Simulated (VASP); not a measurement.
Here is a VASP 6.6.1 calculation.

The input INCAR:

```
SYSTEM = SrTiO3
PREC = Accurate ; ENCUT = 520
EDIFF = 1E-7 ; ISMEAR = 0
SIGMA = 0.05 ; LREAL = .FALSE.
LASPH = .TRUE. ; NELM = 80
ALGO = Normal ; ISIF = 2
LWAVE = .FALSE. ; LCHARG = .TRUE.
GGA = PE ; LELF = .TRUE.
LVHAR = .TRUE. ; NBANDS = 28
```

KPOINTS

```
Automatic mesh
0
G
  8 8 8
  0 0 0
```

File POSCAR:

```
SrTiO3
1.0
    3.9364035669      0.0000000000      0.0000000000
    0.0000000000      3.9364035669      0.0000000000
    0.0000000000      0.0000000000      3.9364035669
Sr Ti O
1 1 3
Direct
    0.0000000000      0.0808347127      0.0808347127
    0.5000000000      0.5000000000      0.5000000000
    0.0000000000      0.5000000000      0.5000000000
    0.5000000000      0.0000000000      0.5000000000
    0.5000000000      0.5000000000      0.0000000000
```

Potentials or basis: VASP PAW PBE potentials, release 64 (Sr_sv, Ti_sv, O).

Launch:

```sh
$ cat potpaw_PBE.64/Sr_sv/POTCAR potpaw_PBE.64/Ti_sv/POTCAR potpaw_PBE.64/O/POTCAR > POTCAR
$ mpirun -np 1 vasp_std > vasp.out
```

(1) What does it give for the pressure?

(2) What does it give for the band gap on the k mesh?

Answers

(1) 5.6 GPa.

(2) 1.67 eV (least direct gap 2.06 eV).

Caveat: the cell differs from its parent crystal (atom 1 (Sr) moved -0.450 Å towards its neighbour atom 3 (O) at 2.783 Å); the cell stands under pressure; forces of over 1 eV/Å act on the atoms, so gaps and moduli don't describe the material at rest.
